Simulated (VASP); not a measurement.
La2OF2: single point with PBE

La2OF2:

```
La O F
1.0
     3.74000    0.00000    0.00000
    -1.87000    3.23893    0.00000
     0.00000    0.00000   15.95673
La O F
4 2 4
Direct
  0.00000 0.00000 0.60510
  0.00000 0.00000 0.39490
  0.00000 0.00000 0.10510
  0.00000 0.00000 0.89490
  0.66667 0.33333 0.75000
  0.33333 0.66667 0.25000
  0.66667 0.33333 0.00396
  0.33333 0.66667 0.99604
  0.33333 0.66667 0.50396
  0.66667 0.33333 0.49604
```

The cell was generated, and may not be a known phase.

* Program: VASP 6.6.1
* Task: single point
* Functional: PBE
* Potentials or basis: VASP PAW PBE potentials, release 64 (La, O, F)
* Cutoff: 520 eV
* k mesh: 6 × 6 × 1
* Occupations: gaussian, width 0.1 eV
* Spin: no spin polarisation
* Dipole correction: no
* Further INCAR settings: ALGO = Normal; EDIFF = 1e-07; NBANDS = 53

```json
{
 "Pressure": "-5.4 GPa",
 "Largest force": "2.614 eV/Å",
 "Band gap on the k mesh": "zero (bands 42 and 43 overlap by 0.82 eV)"
}
```

Forces in eV/Å, atoms in the order of the input:
```
La   0.000  0.000  2.614
La   0.000  0.000 -2.614
La   0.000  0.000  2.614
La   0.000  0.000 -2.614
O    0.000  0.000  0.000
O    0.000  0.000  0.000
F    0.000  0.000  0.337
F    0.000  0.000 -0.337
F    0.000  0.000  0.337
F    0.000  0.000 -0.337
```

Stress tensor (GPa, compression positive):
```
  4.15   0.00   0.00
  0.00   4.15   0.00
  0.00   0.00 -24.59
```

Levels at points of the mesh, in eV from the Fermi level:
| k point | band 40 | band 41 | band 42 | band 43 | band 44 | band 45 |
| --- | --- | --- | --- | --- | --- | --- |
| (0.00, 0.00, 0.00) | -1.30 | -1.30 | -1.06 | -0.27 | 0.40 | 0.43 |
| (0.50, 0.00, 0.00) | -1.49 | -1.00 | -0.71 | 0.05 | 0.19 | 0.76 |

It took 85 s on 1 thread of Intel(R) Xeon(R) 6975P-C (Granite Rapids), on a shared host, peak memory 0.32 GiB.

Caveat: the k points lie up to 0.39 Å⁻¹ apart, too coarse for converged energies and pressures of a metal; spin-orbit coupling is left out, which moves the levels of the heavy elements; forces of over 1 eV/Å act on the atoms, so gaps and moduli don't describe the material at rest.
